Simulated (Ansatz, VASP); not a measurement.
# Be in VASP and in Ansatz

```
CELL_PARAMETERS angstrom
0.00000 1.57905 1.57905
1.57905 0.00000 1.57905
1.57905 1.57905 0.00000
ATOMIC_POSITIONS crystal
Be 0.00000 0.00000 0.00000
```

Alike in both runs: functional PBE; k mesh 22 × 22 × 22; occupations gaussian, width 0.1 eV; no spin polarisation.

Ansatz relaxed the structure, and its values are those at the end. VASP's run is a single point on that final structure, the one shown.

|  | VASP | Ansatz |
| --- | --- | --- |
| version | VASP 6.6.1 | Ansatz 0.2.0 |
| potentials or method | VASP PAW PBE potentials, release 64 (Be), cutoff 520 eV | scalar-relativistic, plane waves, PAW |
| valence electrons in the cell | 2 | 2 |

VASP gave:

| Quantity | Value |
| --- | --- |
| gap on the k mesh at the Fermi level (eV) | none |
| pressure (GPa) | 0.1 |

**Question.** Estimate Ansatz's values.

**Answer.** gap on the k mesh at the Fermi level (eV): none; pressure (GPa): 0.0.

A gap of «none» marks a metal or a gap that the smearing closes.
